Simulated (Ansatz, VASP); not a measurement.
**One calculation of Cs, two programs**

Contents of INCAR:

```
SYSTEM = Cs
PREC     = Accurate       ! precision mode
ENCUT    = 520            ! plane-wave cutoff, eV
EDIFF    = 1E-6           ! SCF threshold, eV
ISMEAR   = 0              ! smearing method
SIGMA    = 0.05           ! smearing width, eV
LREAL    = .FALSE.        ! projectors in reciprocal space
LASPH    = .TRUE.         ! aspherical terms in the spheres
NELM     = 100            ! most SCF steps
ALGO     = Normal         ! electronic algorithm
ISIF     = 2              ! what is computed and relaxed
LWAVE    = .FALSE.        ! write WAVECAR
LCHARG   = .TRUE.         ! write CHGCAR
GGA      = PE             ! functional
LELF     = .TRUE.         ! ELF
LVHAR    = .TRUE.       
NBANDS   = 10             ! bands
```

Contents of KPOINTS:

```
regular mesh
0
G
  4 4 4
  0 0 0
```

The input POSCAR:

```
Cs
1.0
    0.0000000000      3.8112616062      3.8112616062
    3.8112616062      0.0000000000      3.8112616062
    3.8112616062      3.8112616062      0.0000000000
Cs
1
Direct
    0.0000000000      0.0000000000      0.0000000000
```

Input for Ansatz:

```yaml
crystal:
  lattice:
    - [0.0, 3.8112616062, 3.8112616062]
    - [3.8112616062, 0.0, 3.8112616062]
    - [3.8112616062, 3.8112616062, 0.0]
  atoms:
    - { symbol: Cs, position: [0.0, 0.0, 0.0] }
basis:
  ecutwfc: 420
  ecutrho_ratio: 4
kpoints:
  mp_grid: { grid: [4, 4, 4] }
hamiltonian:
  xc: pbe
scf:
  occupations: { method: gaussian, width: 0.05 }
output:
  forces: true
  stress: true
  eigenvalues: true
```

Alike in both runs: task single point; functional PBE; k mesh 4 × 4 × 4; occupations gaussian, width 0.05 eV; no spin polarisation.

|  | VASP | Ansatz |
| --- | --- | --- |
| version | VASP 6.6.1 | Ansatz 0.2.0 |
| potentials or method | VASP PAW PBE potentials, release 64 (Cs_sv), cutoff 520 eV | scalar-relativistic, plane waves, PAW |
| valence electrons in the cell | 9 | 9 |

|  | VASP | Ansatz | Ansatz less VASP |
| --- | --- | --- | --- |
| gap on the k mesh at the Fermi level (eV) | none | none | - |
| pressure (GPa) | 0.1 | 0.1 | +0.01 |

A gap of «none» marks a metal or a gap that the smearing closes. With one functional, cell and mesh, what is left measures potentials, basis and numerics.

Neither program's run includes spin-orbit coupling.
